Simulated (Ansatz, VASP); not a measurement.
**WSe2 in VASP and in Ansatz**

```
CELL_PARAMETERS angstrom
3.27208 0.00000 0.00000
-1.63604 2.83370 0.00000
0.00000 0.00000 13.09144
ATOMIC_POSITIONS crystal
W 0.66667 0.33333 0.75000
W 0.33333 0.66667 0.25000
Se 0.33333 0.66667 0.87781
Se 0.66667 0.33333 0.37781
Se 0.33333 0.66667 0.62219
Se 0.66667 0.33333 0.12219
```

Alike in both runs: task single point; functional PBEsol; k mesh 12 × 12 × 2; occupations gaussian, width 0.02 eV; no spin polarisation.

```csv
,VASP,Ansatz
version,VASP 6.6.1,Ansatz 0.2.0
potentials or method,"VASP PAW PBE potentials, release 64 (W_sv, Se), cutoff 520 eV","scalar-relativistic, plane waves, PAW"
valence electrons in the cell,52,92
```

Ansatz gave:

| Quantity | Value |
| --- | --- |
| gap on the k mesh at the Fermi level (eV) | 0.99 |
| least direct gap on the mesh (eV) | 1.58 |
| pressure (GPa) | 0.1 |
| traceless stress, the component that is largest in VASP (GPa) | 0.21 |
| rms of the force components (eV/Å) | 0.000 |

Which values does VASP return?

gap on the k mesh at the Fermi level (eV): 0.99; least direct gap on the mesh (eV): 1.58; pressure (GPa): 0.5; traceless stress, the component that is largest in VASP (GPa): 0.30; rms of the force components (eV/Å): 0.029.

VASP's potentials were made for PBE, not for PBEsol. Atom by atom the forces differ by 0.029 eV/Å (rms over components). VASP's potentials hold 52 valence electrons a cell and Ansatz's 92, so a difference there can come from the potentials and not from the codes.

Neither program's run includes spin-orbit coupling.
